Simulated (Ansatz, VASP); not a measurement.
One calculation of SrTiO3, two programs

```
Sr Ti O
1.0
     3.94949    0.00000    0.00000
     0.00000    3.94949    0.00000
     0.00000    0.00000    3.89112
Sr Ti O
1 1 3
Cartesian
  0.0000 0.0000 0.0000
  1.9747 1.9747 1.9456
  0.0000 1.9747 1.9456
  1.9747 0.0000 1.9456
  1.9747 1.9747 0.0000
```

Change from the starting cell: strain +0.015 along x and y, +0.000 along z, atoms carried along.

Alike in both runs: task single point; functional PBEsol; k mesh 8 × 8 × 8; occupations gaussian, width 0.05 eV; no spin polarisation.

```csv
,VASP,Ansatz
version,VASP 6.6.1,Ansatz 0.2.0
potentials or method,"VASP PAW PBE potentials, release 64 (Sr_sv, Ti_sv, O), cutoff 520 eV","scalar-relativistic, plane waves, PAW"
valence electrons in the cell,40,40
```

Ansatz gave:

```
gap on the k mesh at the Fermi level (eV)                     : 1.77
least direct gap on the mesh (eV)                             : 2.13
pressure (GPa)                                                : -5.1
traceless stress, the component that is largest in VASP (GPa) : 2.19
```

Q: Which values does VASP return?

A: gap on the k mesh at the Fermi level (eV): 1.74; least direct gap on the mesh (eV): 2.11; pressure (GPa): -4.5; traceless stress, the component that is largest in VASP (GPa): 2.21.

VASP's potentials were made for PBE, not for PBEsol.
